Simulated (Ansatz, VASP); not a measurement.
# Two plane-wave programs on Se

```xyz
3
Lattice="4.5048 0.0000 0.0000 -2.2524 3.9013 0.0000 0.0000 0.0000 4.9788" Properties=species:S:1:pos:R:3 pbc="T T T"
Se    0.9816    0.0000    1.6596
Se   -0.4908    0.8501    3.3192
Se    1.7616    3.0512    0.0000
```

Alike in both runs: task electric field gradients; functional LDA; k mesh 6 × 6 × 5; occupations fermi-dirac, width 0.01 eV; no spin polarisation.

|  | VASP | Ansatz |
| --- | --- | --- |
| version | VASP 6.6.1 | Ansatz 0.2.0 |
| potentials or method | VASP PAW LDA potentials, release 64 (Se) | PAW with Ansatz's default frozen-core files, scalar-relativistic |
| plane-wave cutoff (eV) | 520 | 420 |
| valence electrons in the cell | 18 | 48 |

```tsv
	VASP	Ansatz	Ansatz less VASP
gap on the k mesh at the Fermi level (eV)	1.35	1.35	+0.004
pressure (GPa)	-2.0	-2.2	-0.19
traceless stress, the component that is largest in VASP (GPa)	0.42	0.34	-0.072
rms of the force components (eV/Å)	0.069	0.041	-0.0284
size of Vzz on the site where it differs most (V/Å²)	509.7	524.2	+14.47
```

LDA's correlation is that of Perdew and Zunger in VASP and of Perdew and Wang (1992) in Ansatz. Atom by atom the forces differ by 0.028 eV/Å (rms over components). VASP's potentials hold 18 valence electrons a cell and Ansatz's 48, so a difference there can come from the potentials and not from the codes.
